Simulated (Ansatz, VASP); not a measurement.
# Mg5SiN2 in VASP and in Ansatz

```xyz
8
Lattice="-3.5863 3.5863 2.8856 3.5863 -3.5863 2.8856 3.5863 3.5863 -2.8856" Properties=species:S:1:pos:R:3 pbc="T T T"
Mg    1.7122    1.7122    2.8856
Mg    1.8741    1.8741    0.0000
Mg   -1.7122    1.7122    2.8856
Mg    1.7122   -1.7122    2.8856
Mg    0.0000    0.0000    0.0000
Si    0.0000    0.0000    2.8856
N     0.0000    3.5863    0.0000
N     3.5863    0.0000    0.0000
```

Alike in both runs: functional PBE; k mesh 3 × 3 × 3; occupations gaussian, width 0.15 eV; no spin polarisation.

Ansatz relaxed the structure, and its values are those at the end. VASP's run is a single point on that final structure, the one shown.

|  | VASP | Ansatz |
| --- | --- | --- |
| version | VASP 6.6.1 | Ansatz 0.2.0 |
| potentials or method | VASP PAW PBE potentials, release 64 (Mg, Si, N), cutoff 600 eV | scalar-relativistic, plane waves, PAW |
| valence electrons in the cell | 24 | 64 |

Ansatz gave:

* gap on the k mesh at the Fermi level (eV): none
* pressure (GPa): 0.2

Problem. What did VASP give for the same quantities?

Solution. gap on the k mesh at the Fermi level (eV): none; pressure (GPa): 0.1.

A gap of «none» marks a metal or a gap that the smearing closes. VASP's potentials hold 24 valence electrons a cell and Ansatz's 64, so a difference there can come from the potentials and not from the codes.

The k mesh is coarse, so the values compare programs but aren't converged.
